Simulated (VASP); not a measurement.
Set up this calculation in VASP 6.6.1, as the native input.

```
Task                   : single point
Functional             : LDA
Potentials or basis    : VASP PAW LDA potentials, release 64 (Si)
Cutoff                 : 520 eV
k mesh                 : 14 × 14 × 14
Occupations            : gaussian, width 0.15 eV
Spin                   : no spin polarisation
Dipole correction      : no
Further INCAR settings : ALGO = Normal; EDIFF = 1e-06; NBANDS = 16
```

The structure of Si lies in POSCAR:

```
Si
1.0
   -0.1323677128      2.6473542551      4.5885893296
    2.4320087322     -0.1216004366      4.5885893296
    2.2996410194      2.5257538185      0.0000000000
Si
4
Direct
    0.7297169282      0.2702830718      0.7297169282
    0.2702830718      0.7297169282      0.2702830718
    0.7744251954      0.7744251954      0.2255748046
    0.2255748046      0.2255748046      0.7744251954
```

This cell differs from its parent crystal: strain -0.1000 x Voigt [0, 0, 0, 0, 0, 1].

One way to write it, as run:

INCAR

```
ALGO = Normal
EDIFF = 1E-6
ENCUT = 520
ISIF = 2
ISMEAR = 0
LASPH = T
LCHARG = F
LREAL = F
LWAVE = F
NBANDS = 16
NELM = 60
PREC = Accurate
SIGMA = 0.15
```

KPOINTS

```
k-points
0
Gamma
  14 14 14
```

Potentials or basis: VASP PAW LDA potentials, release 64 (Si).

Command:

```sh
$ cat potpaw_LDA.64/Si/POTCAR > POTCAR
$ mpirun -np 1 vasp_std > vasp.out
```

It gave:

```json
{
  "Pressure": "0.1 GPa",
  "Largest force": "0.029 eV/Å",
  "Band gap on the k mesh": "zero (bands 8 and 9 overlap by 4.13 eV)"
}
```

Caveat: the cell differs from its parent crystal (strain -0.1000 x Voigt [0, 0, 0, 0, 0, 1]).

Run time: 4.8 min on 1 thread of Intel(R) Xeon(R) 6975P-C (Granite Rapids), with other jobs on the host, peak memory 0.54 GiB.
